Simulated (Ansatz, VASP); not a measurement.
GaAs in VASP and in Ansatz

Contents of INCAR:

```
  PREC = Accurate
  ENCUT = 520
  EDIFF = 1E-6
  ISMEAR = 0
  SIGMA = 0.01
  LREAL = F
  LASPH = T
  NELM = 80
  ALGO = Normal
  ISIF = 2
  LWAVE = F
  LCHARG = F
  GGA = CA
  NBANDS = 16
```

File KPOINTS:

```
regular mesh
0
Gamma
  12 12 12
```

Contents of POSCAR:

```
GaAs
1.0
    0.0000000000      2.8201288822      2.8201288822
    2.8201288822      0.0000000000      2.8201288822
    2.8201288822      2.8201288822      0.0000000000
Ga As
1 1
Direct
    0.0000000000      0.0000000000      0.0000000000
    0.7500000000      0.7500000000      0.7500000000
```

Input for Ansatz:

```yaml
crystal:
  lattice:
    - [0.0, 2.8201288822, 2.8201288822]
    - [2.8201288822, 0.0, 2.8201288822]
    - [2.8201288822, 2.8201288822, 0.0]
  atoms:
    - { symbol: Ga, position: [0.0, 0.0, 0.0] }
    - { symbol: As, position: [0.75, 0.75, 0.75] }
basis:
  ecutwfc: 420
kpoints:
  mp_grid: { grid: [12, 12, 12] }
hamiltonian:
  xc: lda
scf:
  occupations: { method: fixed }
output:
  forces: true
  stress: true
  eigenvalues: true
```

Alike in both runs: task single point; functional LDA; k mesh 12 × 12 × 12; no spin polarisation.

```csv
,VASP,Ansatz
version,VASP 6.6.1,Ansatz 0.2.0
potentials or method,"VASP PAW LDA potentials, release 64 (Ga_d, As), cutoff 520 eV","scalar-relativistic, plane waves, PAW"
occupations,"gaussian, width 0.01 eV",fixed
valence electrons in the cell,18,28
```

VASP gave:

```
gap on the k mesh at the Fermi level (eV) : 0.39
least direct gap on the mesh (eV)         : 0.39
pressure (GPa)                            : -1.1
```

Which values does Ansatz return?

gap on the k mesh at the Fermi level (eV): 0.34; least direct gap on the mesh (eV): 0.34; pressure (GPa): -1.4.

LDA's correlation is that of Perdew and Zunger in VASP and of Perdew and Wang (1992) in Ansatz. VASP's potentials hold 18 valence electrons a cell and Ansatz's 28, so a difference there can come from the potentials and not from the codes.
